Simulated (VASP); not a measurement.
# TiHSe2 (P-3m1) in VASP: notebook, part 2 of 2

VASP 6.6.1. Earlier steps stand in the parts before.

## 3. Relaxation of cell and atoms, PBE+D3(BJ)

The COD entry that gives the cell may itself be a prediction, so a difference from it is no test against experiment.

Input file INCAR:

```
SYSTEM = TiHSe2
PREC = Accurate
ENCUT = 500
EDIFF = 1E-7
ISMEAR = 0
SIGMA = 0.1
LREAL = .False.
LASPH = .True.
NELM = 120
ALGO = Normal
ISIF = 3
LWAVE = .False.
LCHARG = .False.
GGA = PE
IVDW = 12
IBRION = 2
NSW = 90
EDIFFG = -0.025
GGA_COMPAT = .False.
NELMIN = 4
```

Input file KPOINTS:

```
Automatic mesh
0
Gamma
  12 12 8
  0 0 0
```

Input file POSCAR:

```
TiHSe2
1.0
    3.6018862766      0.0000000000      0.0000000000
   -1.8009431383      3.1193250171      0.0000000000
    0.0000000000      0.0000000000      5.3797216271
Ti Se H
1 2 1
Direct
    0.0000000000      0.0000000000      0.0000000000
    0.3333333333      0.6666666667      0.2775693541
    0.6666666667      0.3333333333      0.7224306459
    0.0000000000      0.0000000000      0.5000000000
```

Potentials or basis: VASP PAW PBE potentials, release 64 (Ti_sv, Se, H).

Command:

```bash
> cat potpaw_PBE.64/Ti_sv/POTCAR potpaw_PBE.64/Se/POTCAR potpaw_PBE.64/H/POTCAR > POTCAR
> mpirun -np 1 vasp_std > vasp.out
```

OUTCAR:

```text
SYSTEM = TiHSe2
   PREC = Accurate
   ENCUT = 500
   EDIFF = 1E-7
   ISMEAR = 0
   LREAL = .False.
   LASPH = .True.
   NELM = 120
   ISIF = 3
   GGA = PE
   IVDW = 12
   IBRION = 2
   NSW = 90
   EDIFFG = -0.025
   NELMIN = 4
 IVDW          = 12

 ion  position               nearest neighbor table
   1  0.000  0.000  0.000-   2 2.56   3 2.56   3 2.56   2 2.56   3 2.56   2 2.56
   2  0.333  0.667  0.278-   1 2.56   1 2.56   1 2.56
   3  0.667  0.333  0.722-   1 2.56   1 2.56   1 2.56
   4  0.000  0.000  0.500-

  LATTYP: Found a hexagonal cell.
 ALAT       =     3.6018862766
 C/A-ratio  =     1.4935845315

  Lattice vectors:

 A1 = (   3.6018862766,   0.0000000000,   0.0000000000)
 A2 = (  -1.8009431383,   3.1193250171,   0.0000000000)
 A3 = (   0.0000000000,   0.0000000000,   5.3797216271)

Analysis of symmetry for initial positions (statically):
=====================================================================
 Subroutine PRICEL returns:
 Original cell was already a primitive cell.

 Routine SETGRP: Setting up the symmetry group for a
 hexagonal supercell.

 Subroutine GETGRP returns: Found 12 space group operations
 (whereof 12 operations were pure point group operations)
 out of a pool of 24 trial point group operations.

The static configuration has the point symmetry D_3d.

Analysis of symmetry for dynamics (positions and initial velocities):
=====================================================================
 Subroutine PRICEL returns:
 Original cell was already a primitive cell.

 Routine SETGRP: Setting up the symmetry group for a
 hexagonal supercell.

 Subroutine GETGRP returns: Found 12 space group operations
 (whereof 12 operations were pure point group operations)
 out of a pool of 24 trial point group operations.

The dynamic configuration has the point symmetry D_3d.

 Subroutine INISYM returns: Found 12 space group operations
 (whereof 12 operations are pure point group operations),
 and found     1 'primitive' translations

----------------------------------------------------------------------------------------

                                     Primitive cell

  volume of cell :      60.4436

  direct lattice vectors                    reciprocal lattice vectors
     3.601886277  0.000000000  0.000000000     0.277632308  0.160291088  0.000000000
    -1.800943138  3.119325017  0.000000000     0.000000000  0.320582175  0.000000000
     0.000000000  0.000000000  5.379721627     0.000000000  0.000000000  0.185883224

  length of vectors
     3.601886277  3.601886277  5.379721627     0.320582175  0.320582175  0.185883224

  position of ions in fractional coordinates (direct lattice)
     0.000000000  0.000000000  0.000000000
     0.333333333  0.666666667  0.277569354
[... 115 lines left out ...]
  energy-cutoff  :      500.00
  volume of cell :       60.44
 maximum number of plane-waves:      1580
 NGX is ok and might be reduce to    28
   NGX = 13   NGY = 13   NGZ = 19

--------------------------------------- Ionic step        1  -------------------------------------------

 number of electron      25.0000001 magnetization

 Free energy of the ion-electron system (eV)
  ---------------------------------------------------
  ext. energy  EPLUGINS =         0.00000000
  ---------------------------------------------------
  free energy    TOTEN  =       -19.32513088 eV

  energy without entropy =      -19.31412992  energy(sigma->0) =      -19.31963040

------------------------ aborting loop because EDIFF is reached ----------------------------------------

 Edisp (eV)   -1.61841

 E8    (eV) :    -0.6702

  FORCE on cell =-STRESS in cart. coord.  units (eV):
  Direction    XX          YY          ZZ          XY          YZ          ZX
  --------------------------------------------------------------------------------------
  -------------------------------------------------------------------------------------
  Total      -0.04811    -0.04811     0.14726     0.00000     0.00000     0.00000
  in kB      -1.27516    -1.27516     3.90343     0.00000     0.00000     0.00000
  external pressure =        0.45 kB  Pullay stress =        0.00 kB

 VOLUME and BASIS-vectors are now :
 -----------------------------------------------------------------------------
  energy-cutoff  :      500.00
  volume of cell :       60.44
      direct lattice vectors                 reciprocal lattice vectors
     3.601886277  0.000000000  0.000000000     0.277632308  0.160291088  0.000000000
    -1.800943138  3.119325017  0.000000000     0.000000000  0.320582175  0.000000000
     0.000000000  0.000000000  5.379721627     0.000000000  0.000000000  0.185883224

 POSITION                                       TOTAL-FORCE (eV/Angst)
 -----------------------------------------------------------------------------------
      0.00000      0.00000      0.00000        -0.000000      0.000000      0.000000
     -0.00000      2.07955      1.49325        -0.000000      0.000000      0.046523
      1.80094      1.03978      3.88648         0.000000      0.000000     -0.046523
      0.00000      0.00000      2.68986        -0.000000      0.000000      0.000000
 -----------------------------------------------------------------------------------
    total drift:                               -0.000000      0.000000     -0.000000

  FREE ENERGIE OF THE ION-ELECTRON SYSTEM (eV)
  ---------------------------------------------------
  free  energy   TOTEN  =       -20.9435414788 eV

  energy  without entropy=      -20.9325405274  energy(sigma->0) =      -20.93804100

--------------------------------------- Ionic step        2  -------------------------------------------

 number of electron      25.0000001 magnetization

 Free energy of the ion-electron system (eV)
  ---------------------------------------------------
  ext. energy  EPLUGINS =         0.00000000
  ---------------------------------------------------
  free energy    TOTEN  =       -19.32655406 eV

  energy without entropy =      -19.31574377  energy(sigma->0) =      -19.32114891

 E-fermi :   6.3318     XC(G=0): -10.7819

 val. band max:        6.3271700885   @ k =  -0.0833   0.4167   0.3750
 cond. band min:       6.3333641648   @ k =   0.1667   0.1667   0.3750
 fundamental gap:      0.0061940763
 Fermi energy:         6.3318239214

 k-point     1 :       0.0000    0.0000    0.0000
  band No.  band energies     occupation
      1     -51.2785      2.00000
      2     -27.5356      2.00000
      3     -27.5154      2.00000
      4     -27.5154      2.00000
      5      -8.6899      2.00000
      6      -6.2754      2.00000
[... 433 lines left out ...]
      3     -27.5313      2.00000
      4     -27.5198      2.00000
      5      -8.3290      2.00000
      6      -6.3451      2.00000
[... 8 lines left out ...]
     15       7.2915      0.00000
     16       7.8756      0.00000

 [... further k-points ...]

------------------------ aborting loop because EDIFF is reached ----------------------------------------

 Edisp (eV)   -1.61737

 E8    (eV) :    -0.6698

  FORCE on cell =-STRESS in cart. coord.  units (eV):
  Direction    XX          YY          ZZ          XY          YZ          ZX
  --------------------------------------------------------------------------------------
  -------------------------------------------------------------------------------------
  Total      -0.09057    -0.09057     0.05487    -0.00000     0.00000     0.00000
  in kB      -2.39930    -2.39930     1.45364    -0.00000     0.00000     0.00000
  external pressure =       -1.11 kB  Pullay stress =        0.00 kB

 VOLUME and BASIS-vectors are now :
 -----------------------------------------------------------------------------
  energy-cutoff  :      500.00
  volume of cell :       60.48
      direct lattice vectors                 reciprocal lattice vectors
     3.599796468  0.000000000  0.000000000     0.277793483  0.160384142  0.000000000
    -1.799898234  3.117515190  0.000000000     0.000000000  0.320768285  0.000000000
     0.000000000  0.000000000  5.389276326     0.000000000 -0.000000000  0.185553670

 POSITION                                       TOTAL-FORCE (eV/Angst)
 -----------------------------------------------------------------------------------
      3.59980      0.00000      0.00000        -0.000000      0.000000      0.000000
     -0.00000      2.07834      1.49815         0.000000      0.000000      0.011347
      1.79990      1.03917      3.89113        -0.000000     -0.000000     -0.011347
      3.59980      0.00000      2.69464        -0.000000      0.000000      0.000000
 -----------------------------------------------------------------------------------
    total drift:                                0.000000      0.000000     -0.000000

  FREE ENERGIE OF THE ION-ELECTRON SYSTEM (eV)
  ---------------------------------------------------
  free  energy   TOTEN  =       -20.9439285209 eV

  energy  without entropy=      -20.9331182315  energy(sigma->0) =      -20.93852338

 reached required accuracy - stopping structural energy minimisation
```

It took 91 s on 1 thread of Intel Xeon 6975P-C (Granite Rapids), shared host; peak memory 0.29 GiB.

Results:

```
Free energy                            : -20.9439 eV
Relaxed volume                         : 15.12 Å³/atom
Relaxed cell                           : a = 3.600 Å, b = 3.600 Å, c = 5.389 Å, α = 90.00°, β = 90.00°, γ = 120.00°
Space group after relaxing (to 0.05 Å) : P-3m1 (No. 164)
Energy gained by relaxing              : 0.1 meV/atom
Ionic steps                            : 2
Pressure after relaxing                : -0.1 GPa
Largest force after relaxing           : 0.011 eV/Å
Dispersion energy per atom             : -0.404 eV
```

Forces in eV/Å, atoms in the order of the input:
```
Ti   0.000  0.000  0.000
Se   0.000  0.000  0.011
Se   0.000  0.000 -0.011
H    0.000  0.000  0.000
```

The path:
| step | energy change (eV) | largest force (eV/Å) | pressure (GPa) | volume (Å³) |
| --- | --- | --- | --- | --- |
| 1 | 0.0000 | 0.0465 | 0.05 | 60.44 |
| 2 | -0.0004 | 0.0113 | -0.11 | 60.48 |

Final structure:
```
Ti Se H
1.0
     3.59980    0.00000    0.00000
    -1.79990    3.11752    0.00000
     0.00000    0.00000    5.38928
Ti Se H
1 2 1
Direct
  0.00000 0.00000 0.00000
  0.33333 0.66667 0.27799
  0.66667 0.33333 0.72201
  0.00000 0.00000 0.50000
```

Levels at points of the mesh, in eV from the Fermi level:
```tsv
k point	band 11	band 12	band 13	band 14	band 15	band 16
(0.00, 0.00, 0.00)	-0.22	0.17	0.31	0.31	0.69	0.90
(0.50, 0.00, 0.00)	-2.62	-2.56	-1.03	1.19	1.44	1.56
(0.00, 0.00, 0.50)	-0.80	-0.80	0.23	0.23	1.00	1.25
(0.50, 0.00, 0.50)	-1.65	-1.41	-0.32	0.43	1.17	1.47
```

Caveat: pairwise dispersion overbinds metals, which lowers pressure and volume.
